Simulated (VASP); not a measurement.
# FePt (P-6m2) in VASP: further runs

The runs below take FePt through single point, relaxation of cell and atoms, with PBE.

All numbers are computed with VASP 6.6.1; they aren't measurements. Logs are shortened: lines on timing, memory, paths and dates and some standing lists are left out, and cuts for length are marked.

**1. The cell of the first run**

The structure is hexagonal, space group P-6m2 (No. 187). Conventional cell: a = 2.975 Å, b = 2.975 Å, c = 2.897 Å, α = 90.00°, β = 90.00°, γ = 120.00°. Within 3.0 Å of Fe (site symmetry -6m2) lie 6 Pt at 2.25 Å and 8 Fe at 2.90 to 2.98 Å. Pt (site symmetry -6m2) has 6 Fe at 2.25 Å and 8 Pt at 2.90 to 2.98 Å within 3.0 Å.

**2. Single point, PBE, collinear spin, ferromagnetic start**

File INCAR:

```
PREC = Accurate ; ENCUT = 520
EDIFF = 1E-6 ; ISMEAR = 0
SIGMA = 0.1 ; LREAL = False
LASPH = True ; NELM = 150
ALGO = Normal ; ISIF = 2
LWAVE = False ; LCHARG = False
ISPIN = 2 ; MAGMOM = 4 0
LORBIT = 11 ; LMAXMIX = 4
GGA = PE ; NBANDS = 20
```

File KPOINTS:

```
regular mesh
0
Gamma
  6 6 6
```

File POSCAR:

```
FePt
1.0
    2.9752993600      0.0000000000      0.0000000000
   -1.4876496800      2.5766848300      0.0000000000
    0.0000000000      0.0000000000      2.8965876900
Fe Pt
1 1
Direct
    0.6666666700      0.3333333300      0.5000000000
    0.0000000000      0.0000000000      0.0000000000
```

Potentials or basis: VASP PAW PBE potentials, release 64 (Fe, Pt).

Run with:

```bash
$ cat potpaw_PBE.64/Fe/POTCAR potpaw_PBE.64/Pt/POTCAR > POTCAR
$ mpirun -np 1 vasp_std > vasp.out
```

OUTCAR:

```text
PREC = Accurate
   ENCUT = 520
   EDIFF = 1E-6
   ISMEAR = 0
   LREAL = False
   LASPH = True
   NELM = 150
   ISIF = 2
   ISPIN = 2
   LORBIT = 11
   GGA = PE

 ion  position               nearest neighbor table
   1  0.667  0.333  0.500-   2 2.25   2 2.25   2 2.25   2 2.25   2 2.25   2 2.25
   2  0.000  0.000  0.000-   1 2.25   1 2.25   1 2.25   1 2.25   1 2.25   1 2.25

  LATTYP: Found a hexagonal cell.
 ALAT       =     2.9752993600
 C/A-ratio  =     0.9735449578

  Lattice vectors:

 A1 = (   2.9752993600,   0.0000000000,   0.0000000000)
 A2 = (  -1.4876496800,   2.5766848300,   0.0000000000)
 A3 = (   0.0000000000,   0.0000000000,   2.8965876900)

Analysis of symmetry for initial positions (statically):
=====================================================================
 Subroutine PRICEL returns:
 Original cell was already a primitive cell.

 Routine SETGRP: Setting up the symmetry group for a
 hexagonal supercell.

 Subroutine GETGRP returns: Found 12 space group operations
 (whereof 12 operations were pure point group operations)
 out of a pool of 24 trial point group operations.

The static configuration has the point symmetry D_3h.

Analysis of symmetry for dynamics (positions and initial velocities):
=====================================================================
 Subroutine PRICEL returns:
 Original cell was already a primitive cell.

 Routine SETGRP: Setting up the symmetry group for a
 hexagonal supercell.

 Subroutine GETGRP returns: Found 12 space group operations
 (whereof 12 operations were pure point group operations)
 out of a pool of 24 trial point group operations.

The dynamic configuration has the point symmetry D_3h.

Analysis of structural, dynamic, and magnetic symmetry:
=====================================================================
 Subroutine PRICEL returns:
 Original cell was already a primitive cell.

 Routine SETGRP: Setting up the symmetry group for a
 hexagonal supercell.

 Subroutine GETGRP returns: Found 12 space group operations
 (whereof 12 operations were pure point group operations)
 out of a pool of 24 trial point group operations.

The overall configuration has the point symmetry D_3h.

 Subroutine INISYM returns: Found 12 space group operations
 (whereof 12 operations are pure point group operations),
 and found     1 'primitive' translations

----------------------------------------------------------------------------------------

                                     Primitive cell

  volume of cell :      22.2064

  direct lattice vectors                    reciprocal lattice vectors
     2.975299360  0.000000000  0.000000000     0.336100634  0.194047791  0.000000000
    -1.487649680  2.576684830  0.000000000     0.000000000  0.388095582  0.000000000
     0.000000000  0.000000000  2.896587690     0.000000000  0.000000000  0.345233809

  length of vectors
     2.975299360  2.975299360  2.896587690     0.388095583  0.388095582  0.345233809

  position of ions in fractional coordinates (direct lattice)
     0.666666670  0.333333330  0.500000000
     0.000000000  0.000000000  0.000000000

  ion indices of the primitive-cell ions
   primitive index   ion index
                 1           1
                 2           2

----------------------------------------------------------------------------------------

 KPOINTS: regular mesh

Automatic generation of k-mesh.
 Grid dimensions read from file:
 generate k-points for:    6    6    6

 Generating k-lattice:

  Cartesian coordinates                     Fractional coordinates (reciprocal lattice)
     0.056016772  0.032341299  0.000000000     0.166666667  0.000000000  0.000000000
     0.000000000  0.064682597  0.000000000     0.000000000  0.166666667  0.000000000
     0.000000000  0.000000000  0.057538968     0.000000000  0.000000000  0.166666667

  Length of vectors
     0.064682597  0.064682597  0.057538968

  Shift w.r.t. Gamma in fractional coordinates (k-lattice)
     0.000000000  0.000000000  0.000000000

 Subroutine IBZKPT returns following result:
 ===========================================

 Found     28 irreducible k-points:

 Following reciprocal coordinates:
            Coordinates               Weight
  0.000000  0.000000  0.000000      1.000000
  0.166667  0.000000  0.000000      6.000000
  0.333333 -0.000000  0.000000      6.000000
  0.500000 -0.000000  0.000000      3.000000
  0.166667  0.166667  0.000000      6.000000
  0.333333  0.166667  0.000000     12.000000
[... 16 lines left out ...]
  0.166667  0.000000  0.500000      6.000000
  0.333333 -0.000000  0.500000      6.000000
 [... further k-points ...]
   k-points           NKPTS =     28   k-points in BZ     NKDIM =     28   number of bands    NBANDS=     20
   number of dos      NEDOS =    301   number of ions     NIONS =      2
   total plane-waves  NPLWV =  13824
   dimension x,y,z NGX =    24 NGY =   24 NGZ =   24
   dimension x,y,z NGXF=    48 NGYF=   48 NGZF=   48
   ions per type =               1   1
   NGX,Y,Z   is equivalent  to a cutoff of  13.41, 13.41, 13.77 a.u.
   NGXF,Y,Z  is equivalent  to a cutoff of  26.82, 26.82, 27.55 a.u.
 SYSTEM =  unknown system
   PREC   = accura    normal or accurate (medium, high low for compatibility)
   ISTART =      0    job   : 0-new  1-cont  2-samecut
   ICHARG =      2    charge: 1-file 2-atom 10-const
   ISPIN  =      2    spin polarized calculation?
   LNONCOLLINEAR =      F non collinear calculations
   LSORBIT =      F    spin-orbit coupling
   LASPH  =      T    aspherical Exc in radial PAW
   ENCUT  =  520.0 eV  38.22 Ry    6.18 a.u.   5.53  5.53  5.39*2*pi/ulx,y,z
   NELM   =    150;   NELMIN=  2; NELMDL= -5     # of ELM steps
   EDIFF  = 0.1E-05   stopping-criterion for ELM
   LREAL  =      F    real-space projection
[... 7 lines left out ...]
   TEBEG  =    0.0;   TEEND  =   0.0 temperature during run
   PSTRESS=    0.0 pullay stress
   NELECT =      18.0000    total number of electrons
   NUPDOWN=      -1.0000    fix difference up-down
   EMIN   =  10.00;   EMAX   =-10.00  energy-range for DOS
   EFERMI =   0.00;   METHOD = LEGACY
   ISMEAR =     0;   SIGMA  =   0.10  broadening in eV -4-tet -1-fermi 0-gaus
   EFERMI_NEDOS =   21; number of points for ismear=-14 and -15
   IALGO  =     38    algorithm
   IMIX   =      4    mixing-type and parameters
     AMIX     =   0.40;   BMIX     =  1.00
     AMIX_MAG =   1.60;   BMIX_MAG =  1.00
  volume/ion in A,a.u.               =      11.10        74.93
  Fermi-wavevector in a.u.,A,eV,Ry     =   1.526416  2.884507 31.700819  2.329944
  Thomas-Fermi vector in A             =   2.634452
   LORBIT       =     11    0 simple, 1 ext, 2 COOP (PROOUT), +10 PAW based schemes
   GGA     = PE    functional components
   LHFCALC =     F    Hartree Fock is set to
   AEXX    =    0.0000 exact exchange contribution
   IVDW    =     0    specifies the selected vdW correction
   LEPSILON=     F    determine dielectric tensor
   LRPA    =     F    only Hartree local field effects (RPA)
 spin polarized calculation
 Gauss-broadening in eV      SIGMA  =   0.10
  energy-cutoff  :      520.00
  volume of cell :       22.21
 maximum number of plane-waves:       617
 NGX is ok and might be reduce to    24
   NGX = 11   NGY = 11   NGZ = 11

 number of electron      17.9999996 magnetization       1.5399370

 Free energy of the ion-electron system (eV)
  ---------------------------------------------------
  ext. energy  EPLUGINS =         0.00000000
  ---------------------------------------------------
  free energy    TOTEN  =       -11.16903300 eV

  energy without entropy =      -11.16395919  energy(sigma->0) =      -11.16649610

 E-fermi :  12.4103     XC(G=0): -14.2448

 val. band max:       12.4021882586   @ k =   0.0000   0.0000   0.3333
 cond. band min:      12.4371047902   @ k =   0.1667   0.0000   0.0000
 fundamental gap:      0.0349165317
 Fermi energy:        12.4102788588

 spin component 1

 k-point     1 :       0.0000    0.0000    0.0000
  band No.  band energies     occupation
      1       0.9002      1.00000
      2       3.3488      1.00000
      3       6.8726      1.00000
      4       6.8726      1.00000
      5       7.4770      1.00000
      6       7.4770      1.00000
[... 12 lines left out ...]
     19      35.3597      0.00000
     20      38.7052      0.00000

 k-point     2 :       0.1667    0.0000    0.0000
  band No.  band energies     occupation
      1       1.6857      1.00000
      2       3.6183      1.00000
      3       6.2175      1.00000
      4       7.1695      1.00000
      5       7.3375      1.00000
      6       7.4083      1.00000
[... 498 lines left out ...]
 k-point    24 :       0.3333   -0.0000    0.5000
  band No.  band energies     occupation
      1       4.5255      1.00000
      2       4.6968      1.00000
      3       6.5293      1.00000
      4       7.3930      1.00000
      5       7.4168      1.00000
      6       8.8859      1.00000
[... 12 lines left out ...]
     19      38.8383      0.00000
     20      38.9261      0.00000

 [... further k-points ...]

 spin component 2

 k-point     1 :       0.0000    0.0000    0.0000
  band No.  band energies     occupation
      1       1.0261      1.00000
      2       3.8130      1.00000
      3       7.0358      1.00000
      4       7.0358      1.00000
      5       7.7823      1.00000
      6       7.7823      1.00000
[... 12 lines left out ...]
     19      35.6481      0.00000
     20      38.8804      0.00000

 k-point     2 :       0.1667    0.0000    0.0000
  band No.  band energies     occupation
      1       1.8133      1.00000
      2       4.0804      1.00000
      3       6.4443      1.00000
      4       7.4792      1.00000
      5       7.5861      1.00000
      6       7.6107      1.00000
[... 498 lines left out ...]
 k-point    24 :       0.3333   -0.0000    0.5000
  band No.  band energies     occupation
      1       4.7222      1.00000
      2       4.8926      1.00000
      3       6.7709      1.00000
      4       7.6317      1.00000
      5       7.7818      1.00000
      6       9.8325      1.00000
[... 12 lines left out ...]
     19      39.0716      0.00000
     20      39.1430      0.00000

 [... further k-points ...]
[... 5 lines left out ...]
  --------------------------------------------------------------------------------------
  -------------------------------------------------------------------------------------
  Total       15.1174006     15.1174006     20.0845145      0.0000000      0.0000000     -0.0000000
  in kB     1090.7093938   1090.7093941   1449.0830300      0.0000000      0.0000000     -0.0000000
  external PRESSURE =    1210.1672727 kB  Pullay stress =       0.0000000 kB

 VOLUME and BASIS-vectors are now :
 -----------------------------------------------------------------------------
  energy-cutoff  :      520.00
  volume of cell :       22.21
      direct lattice vectors                 reciprocal lattice vectors
     2.975299360  0.000000000  0.000000000     0.336100634  0.194047791  0.000000000
    -1.487649680  2.576684830  0.000000000     0.000000000  0.388095582  0.000000000
     0.000000000  0.000000000  2.896587690     0.000000000  0.000000000  0.345233809

 POSITION                                       TOTAL-FORCE (eV/Angst)
 -----------------------------------------------------------------------------------
      1.48765      0.85889      1.44829         0.000000     -0.000000      0.000000
      0.00000      0.00000      0.00000        -0.000000      0.000000      0.000000
 -----------------------------------------------------------------------------------
    total drift:                                0.000000      0.000000     -0.000000

  FREE ENERGIE OF THE ION-ELECTRON SYSTEM (eV)
  ---------------------------------------------------
  free  energy   TOTEN  =       -11.1690330028 eV

  energy  without entropy=      -11.1639591873  energy(sigma->0) =      -11.16649610

 total charge

# of ion       s       p       d       tot
------------------------------------------
    1        0.601   0.760   6.707   8.068
    2        0.931   0.875   8.342  10.147
--------------------------------------------------
tot          1.532   1.634  15.049  18.215

 magnetization (x)

# of ion       s       p       d       tot
------------------------------------------
    1        0.016   0.006   1.345   1.367
    2       -0.021  -0.015   0.169   0.133
--------------------------------------------------
tot         -0.005  -0.009   1.514   1.500
```

It took 20 s on 1 thread of Intel Xeon Platinum 8488C (Sapphire Rapids), shared host; peak memory 0.16 GiB.

What came out:

```yaml
Free_energy: -11.1690 eV
Pressure: 121.0 GPa
Net_moment: 1.54 μB per cell
Site_moments: Fe +1.37; Pt +0.13 μB
```

Stress tensor (GPa, compression positive):
```
109.07   0.00   0.00
  0.00 109.07   0.00
  0.00   0.00 144.91
```

Levels at points of the mesh, in eV from the Fermi level:
Spin up:
| k point | band 6 | band 7 | band 8 | band 9 | band 10 | band 11 | band 12 | band 13 | band 14 | band 15 |
| --- | --- | --- | --- | --- | --- | --- | --- | --- | --- | --- |
| (0.00, 0.00, 0.00) | -4.93 | -2.57 | -2.57 | -1.47 | -0.01 | -0.01 | 8.05 | 13.03 | 15.77 | 15.77 |
| (0.50, 0.00, 0.00) | -3.21 | -1.63 | -1.25 | -0.78 | -0.69 | 1.33 | 1.81 | 6.96 | 14.02 | 16.14 |
| (0.00, 0.00, 0.50) | -5.90 | -1.01 | -0.78 | 0.56 | 0.56 | 0.64 | 0.64 | 12.94 | 14.51 | 16.09 |
| (0.50, 0.00, 0.50) | -3.20 | -1.93 | -1.78 | -0.99 | -0.92 | 0.82 | 0.94 | 7.35 | 10.70 | 14.70 |
Spin down:
| k point | band 5 | band 6 | band 7 | band 8 | band 9 | band 10 | band 11 | band 12 |
| --- | --- | --- | --- | --- | --- | --- | --- | --- |
| (0.00, 0.00, 0.00) | -4.63 | -4.63 | -1.44 | -1.44 | 0.15 | 0.64 | 0.64 | 8.19 |
| (0.50, 0.00, 0.00) | -4.56 | -2.84 | -0.64 | -0.54 | 0.36 | 0.43 | 2.01 | 2.60 |
| (0.00, 0.00, 0.50) | -6.27 | -5.36 | -0.62 | 0.87 | 1.30 | 1.30 | 1.66 | 1.66 |
| (0.50, 0.00, 0.50) | -3.28 | -2.18 | -1.73 | -0.51 | 0.37 | 0.41 | 0.99 | 1.26 |

Caveat: the k points lie up to 0.41 Å⁻¹ apart; spin-orbit coupling is left out, which moves the levels of the heavy elements; the moment fell far below its start of 4 μB, so a state of higher moment may lie lower in energy.

**3. Single point, PBE, collinear spin, ferromagnetic start**

This run uses another cell than the first one, of 14.08 Å³/atom, 1.268 times its volume.

File INCAR:

```
SYSTEM = FePt
PREC = Accurate
ENCUT = 520
EDIFF = 1E-6
ISMEAR = 0
SIGMA = 0.1
LREAL = .FALSE.
LASPH = .TRUE.
NELM = 150
ALGO = Fast
ISIF = 2
LWAVE = .FALSE.
LCHARG = .FALSE.
ISPIN = 2
MAGMOM = 4 0
LORBIT = 11
LMAXMIX = 4
GGA = PE
NBANDS = 20
```

File KPOINTS:

```
regular mesh
0
G
  6 6 6
  0 0 0
```

File POSCAR:

```
FePt
1.0
    2.7145614243      0.0000000000      0.0000000000
   -1.3572807122      2.3508791536      0.0000000000
    0.0000000000      0.0000000000      4.4114592316
Fe Pt
1 1
Direct
    0.6666666667      0.3333333333      0.5000000000
    0.0000000000      0.0000000000      0.0000000000
```

Potentials or basis: VASP PAW PBE potentials, release 64 (Fe, Pt).

Run with:

```bash
$ cat potpaw_PBE.64/Fe/POTCAR potpaw_PBE.64/Pt/POTCAR > POTCAR
$ mpirun -np 1 vasp_std > vasp.out
```

Wall time 23 s (1 thread of Intel Xeon Platinum 8488C (Sapphire Rapids), shared host); peak memory 0.17 GiB.

The run converged. Its results:

* Free energy: -14.6361 eV
* Pressure: -0.5 GPa
* Net moment: 3.14 μB per cell
* Site moments: Fe +2.89; Pt +0.24 μB
* Valence electrons inside the program's atomic spheres: Fe 6.95; Pt 9.40

Stress tensor (GPa, compression positive):
```
-0.36  0.00  0.00
 0.00 -0.36  0.00
 0.00  0.00 -0.64
```

Levels at points of the mesh, in eV from the Fermi level:
Spin up:
```csv
k point,band 8,band 9,band 10,band 11,band 12,band 13,band 14,band 15
"(0.00, 0.00, 0.00)",-2.35,-2.35,-0.87,-0.87,-0.48,5.49,15.57,18.97
"(0.50, 0.00, 0.00)",-1.03,-0.67,0.14,1.05,3.44,8.01,8.24,11.21
"(0.00, 0.00, 0.50)",-2.78,-1.61,-1.61,-1.04,-1.04,11.77,14.66,15.41
"(0.50, 0.00, 0.50)",-1.13,-1.00,0.15,1.09,1.26,6.10,6.70,14.92
```
Spin down:
```csv
k point,band 4,band 5,band 6,band 7,band 8,band 9,band 10,band 11,band 12,band 13
"(0.00, 0.00, 0.00)",-3.61,-1.41,-1.41,-1.01,-0.38,0.24,0.24,1.50,1.50,6.51
"(0.50, 0.00, 0.00)",-2.48,-2.08,-0.72,-0.41,0.35,1.70,2.00,2.67,4.00,8.46
"(0.00, 0.00, 0.50)",-3.67,-3.67,-1.55,-1.55,-0.69,0.64,0.64,1.39,1.39,12.40
"(0.50, 0.00, 0.50)",-2.06,-1.67,-0.26,0.28,0.38,0.88,2.00,2.11,2.21,6.67
```

Caveat: the k points lie up to 0.45 Å⁻¹ apart; spin-orbit coupling is left out, which moves the levels of the heavy elements.

[end of part 1 of 2]
